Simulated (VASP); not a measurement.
# Mo (Fd-3m) in VASP: notebook

Runs on Mo. Level: LDA. Tasks: relaxation of cell and atoms.

All numbers are computed with VASP 6.6.1; they aren't measurements. Logs are shortened: lines on timing, memory, paths and dates and some standing lists are left out, and cuts for length are marked.

## Step 1: The cell of the first run

Symmetry: Fd-3m, No. 227, cubic system. The conventional cell has a = 5.450 Å, b = 5.450 Å, c = 5.450 Å, α = 90.00°, β = 90.00°, γ = 90.00°. Mo (site symmetry -43m) has 4 Mo at 2.36 Å within 3.1 Å.

## Step 2: Relaxation of cell and atoms, LDA, target pressure 30 GPa, at which the enthalpy is minimised

Input file INCAR:

```
SYSTEM = Mo
PREC = Accurate
ENCUT = 600
EDIFF = 1E-6
ISMEAR = 1
SIGMA = 0.1
LREAL = .False.
LASPH = .True.
NELM = 80
ALGO = Normal
ISIF = 3
LWAVE = .False.
LCHARG = .False.
GGA = CA
IBRION = 2
NSW = 80
EDIFFG = -0.03
PSTRESS = 300.0
```

Input file KPOINTS:

```
Automatic mesh
0
Gamma
  7 7 7
  0 0 0
```

Input file POSCAR:

```
Mo
1.0
    0.0000000000      2.7250000000      2.7250000000
    2.7250000000      0.0000000000      2.7250000000
    2.7250000000      2.7250000000      0.0000000000
Mo
2
Direct
    0.0000000000      0.0000000000      0.0000000000
    0.2500000000      0.2500000000      0.2500000000
```

Potentials or basis: VASP PAW LDA potentials, release 64 (Mo_sv).

Launch:

```
$ cat potpaw_LDA.64/Mo_sv/POTCAR > POTCAR
$ mpirun -np 1 vasp_std > vasp.out
```

OUTCAR:

```text
SYSTEM = Mo
   PREC = Accurate
   ENCUT = 600
   EDIFF = 1E-6
   ISMEAR = 1
   LREAL = .False.
   LASPH = .True.
   NELM = 80
   ISIF = 3
   GGA = CA
   IBRION = 2
   NSW = 80
   EDIFFG = -0.03
   PSTRESS = 300.0

 ion  position               nearest neighbor table
   1  0.000  0.000  0.000-   2 2.36   2 2.36   2 2.36   2 2.36
   2  0.250  0.250  0.250-   1 2.36   1 2.36   1 2.36   1 2.36

  LATTYP: Found a face centered cubic cell.
 ALAT       =     5.4500000000

  Lattice vectors:

 A1 = (   0.0000000000,   2.7250000000,   2.7250000000)
 A2 = (   2.7250000000,   0.0000000000,   2.7250000000)
 A3 = (   2.7250000000,   2.7250000000,   0.0000000000)

Analysis of symmetry for initial positions (statically):
=====================================================================
 Subroutine PRICEL returns:
 Original cell was already a primitive cell.

 Routine SETGRP: Setting up the symmetry group for a
 face centered cubic supercell.

 Subroutine GETGRP returns: Found 48 space group operations
 (whereof 24 operations were pure point group operations)
 out of a pool of 48 trial point group operations.

The static configuration has the point symmetry T_d .
 The point group associated with its full space group is O_h .

Analysis of symmetry for dynamics (positions and initial velocities):
=====================================================================
 Subroutine PRICEL returns:
 Original cell was already a primitive cell.

 Routine SETGRP: Setting up the symmetry group for a
 face centered cubic supercell.

 Subroutine GETGRP returns: Found 48 space group operations
 (whereof 24 operations were pure point group operations)
 out of a pool of 48 trial point group operations.

The dynamic configuration has the point symmetry T_d .
 The point group associated with its full space group is O_h .

 Subroutine INISYM returns: Found 48 space group operations
 (whereof 24 operations are pure point group operations),
 and found     1 'primitive' translations

----------------------------------------------------------------------------------------

                                     Primitive cell

  volume of cell :      40.4697

  direct lattice vectors                    reciprocal lattice vectors
     0.000000000  2.725000000  2.725000000    -0.183486239  0.183486239  0.183486239
     2.725000000  0.000000000  2.725000000     0.183486239 -0.183486239  0.183486239
     2.725000000  2.725000000  0.000000000     0.183486239  0.183486239 -0.183486239

  length of vectors
     3.853731957  3.853731957  3.853731957     0.317807488  0.317807488  0.317807488

  position of ions in fractional coordinates (direct lattice)
     0.000000000  0.000000000  0.000000000
     0.250000000  0.250000000  0.250000000

  ion indices of the primitive-cell ions
   primitive index   ion index
                 1           1
                 2           2

----------------------------------------------------------------------------------------

 KPOINTS: Automatic mesh

Automatic generation of k-mesh.
 Grid dimensions read from file:
 generate k-points for:    7    7    7

 Generating k-lattice:

  Cartesian coordinates                     Fractional coordinates (reciprocal lattice)
    -0.026212320  0.026212320  0.026212320     0.142857143  0.000000000  0.000000000
     0.026212320 -0.026212320  0.026212320     0.000000000  0.142857143  0.000000000
     0.026212320  0.026212320 -0.026212320     0.000000000  0.000000000  0.142857143

  Length of vectors
     0.045401070  0.045401070  0.045401070

  Shift w.r.t. Gamma in fractional coordinates (k-lattice)
     0.000000000  0.000000000  0.000000000

 Subroutine IBZKPT returns following result:
 ===========================================

 Found     20 irreducible k-points:

 Following reciprocal coordinates:
            Coordinates               Weight
  0.000000  0.000000  0.000000      1.000000
  0.142857  0.000000  0.000000      8.000000
  0.285714  0.000000  0.000000      8.000000
  0.428571  0.000000  0.000000      8.000000
  0.142857  0.142857  0.000000      6.000000
  0.285714  0.142857  0.000000     24.000000
[... 12 lines left out ...]
 -0.428571  0.428571  0.142857     24.000000
 -0.285714  0.428571  0.142857     24.000000
   k-points           NKPTS =     20   k-points in BZ     NKDIM =     20   number of bands    NBANDS=     18
   number of dos      NEDOS =    301   number of ions     NIONS =      2
   total plane-waves  NPLWV =  32768
   dimension x,y,z NGX =    32 NGY =   32 NGZ =   32
   dimension x,y,z NGXF=    64 NGYF=   64 NGZF=   64
   ions per type =               2
   NGX,Y,Z   is equivalent  to a cutoff of  13.80, 13.80, 13.80 a.u.
   NGXF,Y,Z  is equivalent  to a cutoff of  27.61, 27.61, 27.61 a.u.
 SYSTEM =  Mo
   PREC   = accura    normal or accurate (medium, high low for compatibility)
   ISTART =      0    job   : 0-new  1-cont  2-samecut
   ICHARG =      2    charge: 1-file 2-atom 10-const
   ISPIN  =      1    spin polarized calculation?
   LNONCOLLINEAR =      F non collinear calculations
   LSORBIT =      F    spin-orbit coupling
   LASPH  =      T    aspherical Exc in radial PAW
   ENCUT  =  600.0 eV  44.10 Ry    6.64 a.u.   7.70  7.70  7.70*2*pi/ulx,y,z
   NELM   =     80;   NELMIN=  2; NELMDL= -5     # of ELM steps
   EDIFF  = 0.1E-05   stopping-criterion for ELM
   LREAL  =      F    real-space projection
   EDIFFG = -.3E-01   stopping-criterion for IOM
   NSW    =     80    number of steps for IOM
   IBRION =      2    ionic relax: 0-MD 1-quasi-New 2-CG
   NFREE  =      1    steps in history (QN), initial steepest desc. (CG)
   ISIF   =      3    stress and relaxation
   ISYM   =      2    0-nonsym 1-usesym 2-fastsym
   POTIM  = 0.5000    time-step for ionic-motion
   TEBEG  =    0.0;   TEEND  =   0.0 temperature during run
   PSTRESS=  300.0 pullay stress
   NELECT =      28.0000    total number of electrons
   NUPDOWN=      -1.0000    fix difference up-down
   EMIN   =  10.00;   EMAX   =-10.00  energy-range for DOS
   EFERMI =   0.00;   METHOD = LEGACY
   ISMEAR =     1;   SIGMA  =   0.10  broadening in eV -4-tet -1-fermi 0-gaus
   EFERMI_NEDOS =   21; number of points for ismear=-14 and -15
   IALGO  =     38    algorithm
   IMIX   =      4    mixing-type and parameters
     AMIX     =   0.40;   BMIX     =  1.00
     AMIX_MAG =   1.60;   BMIX_MAG =  1.00
  volume/ion in A,a.u.               =      20.23       136.55
  Fermi-wavevector in a.u.,A,eV,Ry     =   1.447941  2.736213 28.525083  2.096534
  Thomas-Fermi vector in A             =   2.565839
   LORBIT       =      0    0 simple, 1 ext, 2 COOP (PROOUT), +10 PAW based schemes
   GGA     = CA    functional components
   LHFCALC =     F    Hartree Fock is set to
   AEXX    =    0.0000 exact exchange contribution
   IVDW    =     0    specifies the selected vdW correction
   LEPSILON=     F    determine dielectric tensor
   LRPA    =     F    only Hartree local field effects (RPA)
 conjugate gradient relaxation of ions
 non-spin polarized calculation
 Methfessel and Paxton  Order N= 1 SIGMA  =   0.10
  energy-cutoff  :      600.00
  volume of cell :       40.47
 maximum number of plane-waves:      1363
   NGX = 15   NGY = 15   NGZ = 15

--------------------------------------- Ionic step        1  -------------------------------------------

 number of electron      28.0000001 magnetization

 Free energy of the ion-electron system (eV)
  ---------------------------------------------------
  ext. energy  EPLUGINS =         0.00000000
  ---------------------------------------------------
  free energy    TOTEN  =       -19.46548084 eV

  energy without entropy =      -19.46305023  energy(sigma->0) =      -19.46467063

------------------------ aborting loop because EDIFF is reached ----------------------------------------

  FORCE on cell =-STRESS in cart. coord.  units (eV):
  Direction    XX          YY          ZZ          XY          YZ          ZX
  --------------------------------------------------------------------------------------
  -------------------------------------------------------------------------------------
  Total        2.5136866      2.5136866      2.5136866     -0.0000000      0.0000000     -0.0000000
  in kB       99.5158355     99.5158355     99.5158355     -0.0000000      0.0000000     -0.0000000
  external PRESSURE =    -200.4841645 kB  Pullay stress =     300.0000000 kB

 VOLUME and BASIS-vectors are now :
 -----------------------------------------------------------------------------
  energy-cutoff  :      600.00
  volume of cell :       40.47
      direct lattice vectors                 reciprocal lattice vectors
     0.000000000  2.725000000  2.725000000    -0.183486239  0.183486239  0.183486239
     2.725000000  0.000000000  2.725000000     0.183486239 -0.183486239  0.183486239
     2.725000000  2.725000000  0.000000000     0.183486239  0.183486239 -0.183486239
[... 8 lines left out ...]
  FREE ENERGIE OF THE ION-ELECTRON SYSTEM (eV)
  ---------------------------------------------------
  free  energy   TOTEN  =       -19.4654808358 eV

  energy  without entropy=      -19.4630502252  energy(sigma->0) =      -19.46467063

  enthalpy is  TOTEN    =       -11.8877323259 eV   P V=        7.5777485099

--------------------------------------- Ionic step        2  -------------------------------------------

 number of electron      28.0000001 magnetization

 E-fermi :  14.3417     XC(G=0): -13.8608

 val. band max:       14.3351312929   @ k =  -0.2857   0.2857   0.0000
 cond. band min:      14.6271758895   @ k =  -0.2857   0.1429   0.0000
 fundamental gap:      0.2920445966
 Fermi energy:        14.3417344507

 k-point     1 :       0.0000    0.0000    0.0000
  band No.  band energies     occupation
      1     -47.7201      2.00000
      2     -44.2962      2.00000
      3     -22.5090      2.00000
      4     -22.5090      2.00000
      5     -22.5090      2.00000
      6     -19.0116      2.00000
[... 10 lines left out ...]
     17      16.5995      0.00000
     18      21.8701      0.00000
[... 502 lines left out ...]
  FREE ENERGIE OF THE ION-ELECTRON SYSTEM (eV)
  ---------------------------------------------------
  free  energy   TOTEN  =       -19.0322652507 eV

  energy  without entropy=      -19.0305925020  energy(sigma->0) =      -19.03170767

  enthalpy is  TOTEN    =       -12.1410350621 eV   P V=        6.8912301885

--------------------------------------- Ionic step        5  -------------------------------------------

 number of electron      27.9999998 magnetization

 Free energy of the ion-electron system (eV)
  ---------------------------------------------------
  ext. energy  EPLUGINS =         0.00000000
  ---------------------------------------------------
  free energy    TOTEN  =       -19.01761965 eV

  energy without entropy =      -19.01603328  energy(sigma->0) =      -19.01709086

 E-fermi :   9.6230     XC(G=0): -12.2447

 val. band max:        9.6045191750   @ k =  -0.2857   0.4286   0.1429
 cond. band min:       9.6734865236   @ k =   0.4286   0.2857   0.1429
 fundamental gap:      0.0689673486
 Fermi energy:         9.6230104353

 k-point     1 :       0.0000    0.0000    0.0000
  band No.  band energies     occupation
      1     -51.0103      2.00000
      2     -49.5643      2.00000
      3     -25.7315      2.00000
      4     -25.7315      2.00000
      5     -25.7315      2.00000
      6     -23.8220      2.00000
[... 10 lines left out ...]
     17      11.1276     -0.00000
     18      15.1364      0.00000
[... 419 lines left out ...]
 POSITION                                       TOTAL-FORCE (eV/Angst)
 -----------------------------------------------------------------------------------
      0.00000      0.00000      0.00000         0.000000      0.000000     -0.000000
      1.31910      1.31910      1.31910        -0.000000     -0.000000      0.000000
 -----------------------------------------------------------------------------------
    total drift:                               -0.000000      0.000000      0.000000

  FREE ENERGIE OF THE ION-ELECTRON SYSTEM (eV)
  ---------------------------------------------------
  free  energy   TOTEN  =       -19.0176196488 eV

  energy  without entropy=      -19.0160332774  energy(sigma->0) =      -19.01709086

  enthalpy is  TOTEN    =       -12.1411573840 eV   P V=        6.8764622648

 reached required accuracy - stopping structural energy minimisation
```

Run time: 73 s. Hardware: 1 thread of Intel Xeon 8259CL, shared host; peak memory 0.17 GiB.

Results:

```yaml
Free_energy: -19.0176 eV
Relaxed_volume: 18.36 Å³/atom
Relaxed_cell: a = 3.731 Å, b = 3.731 Å, c = 3.731 Å, α = 60.00°, β = 60.00°, γ = 60.00°
Space_group_after_relaxing_to_0.05_Å: Fd-3m (No. 227)
Energy_change_on_relaxing_the_enthalpy_is_what_falls: +223.9 meV/atom
Ionic_steps: 5
Pressure_after_relaxing: 30.0 GPa
Band_gap_on_the_k_mesh: zero (band 14 reaches 9.81 eV, above the bottom of band 15 at 9.41 eV)
```

The path:
```
step  energy change (eV)  largest force (eV/Å)  pressure (GPa)  volume (Å³)
   1              0.0000                0.0000            9.95        40.47
   2              4.9946                0.0000          154.06        27.38
   3              0.3948                0.0000           28.11        37.02
   4              0.4332                0.0000           29.49        36.80
   5              0.4479                0.0000           30.02        36.72
```

Final structure:
```xyz
2
Lattice="0.0000 2.6382 2.6382 2.6382 0.0000 2.6382 2.6382 2.6382 0.0000" Properties=species:S:1:pos:R:3 pbc="T T T"
Mo    0.0000    0.0000    0.0000
Mo    1.3191    1.3191    1.3191
```

Levels at points of the mesh, in eV from the Fermi level:
```
           k point  band 11  band 12  band 13  band 14  band 15  band 16  band 17  band 18
(0.00, 0.00, 0.00)    -3.37    -1.77    -1.77    -1.77     1.50     1.50     1.50     5.51
```

Caveat: the cell is relaxed towards a set pressure, so the enthalpy falls and the energy may rise.

## Step 3: Relaxation of cell and atoms, LDA, target pressure 45 GPa, at which the enthalpy is minimised

Input file INCAR:

```
SYSTEM = Mo
PREC = Accurate
ENCUT = 600
EDIFF = 1E-7
ISMEAR = 1
SIGMA = 0.1
LREAL = .False.
LASPH = .True.
NELM = 80
ALGO = Normal
ISIF = 3
LWAVE = .False.
LCHARG = .False.
IBRION = 2
NSW = 80
EDIFFG = -0.03
PSTRESS = 450.0
```

KPOINTS is that of step 2.

POSCAR is that of step 2.

Potentials or basis: VASP PAW LDA potentials, release 64 (Mo_sv).

Launch:

```
$ cat potpaw_LDA.64/Mo_sv/POTCAR > POTCAR
$ mpirun -np 1 vasp_std > vasp.out
```

Wall time 91 s (1 thread of Intel Xeon 8259CL, shared host); peak memory 0.18 GiB.

Results (log left out):

| Quantity | Value |
| --- | --- |
| Free energy | -18.5662 eV |
| Relaxed volume | 17.39 Å³/atom |
| Relaxed cell | a = 3.664 Å, b = 3.664 Å, c = 3.664 Å, α = 60.00°, β = 60.00°, γ = 60.00° |
| Space group after relaxing (to 0.05 Å) | Fd-3m (No. 227) |
| Energy change on relaxing (the enthalpy is what falls) | +449.6 meV/atom |
| Ionic steps | 5 |
| Pressure after relaxing | 45.1 GPa |
| Band gap on the k mesh | zero (band 14 reaches 10.49 eV, above the bottom of band 15 at 10.15 eV) |

Step by step:
```csv
step,energy change (eV),largest force (eV/Å),pressure (GPa),volume (Å³)
1,0.0000,0.0000,9.95,40.47
2,19.6344,0.0000,535.91,19.69
3,0.6113,0.0000,35.73,35.93
4,0.7662,0.0000,40.85,35.28
5,0.8992,0.0000,45.09,34.78
```

Final structure:
```xyz
2
Lattice="0.0000 2.5908 2.5908 2.5908 0.0000 2.5908 2.5908 2.5908 0.0000" Properties=species:S:1:pos:R:3 pbc="T T T"
Mo    0.0000    0.0000    0.0000
Mo    1.2954    1.2954    1.2954
```

Levels at points of the mesh, in eV from the Fermi level:
```csv
k point,band 12,band 13,band 14,band 15,band 16,band 17
"(0.00, 0.00, 0.00)",-1.87,-1.87,-1.87,1.61,1.61,1.61
```

Caveat: the cell is relaxed towards a set pressure, so the enthalpy falls and the energy may rise.
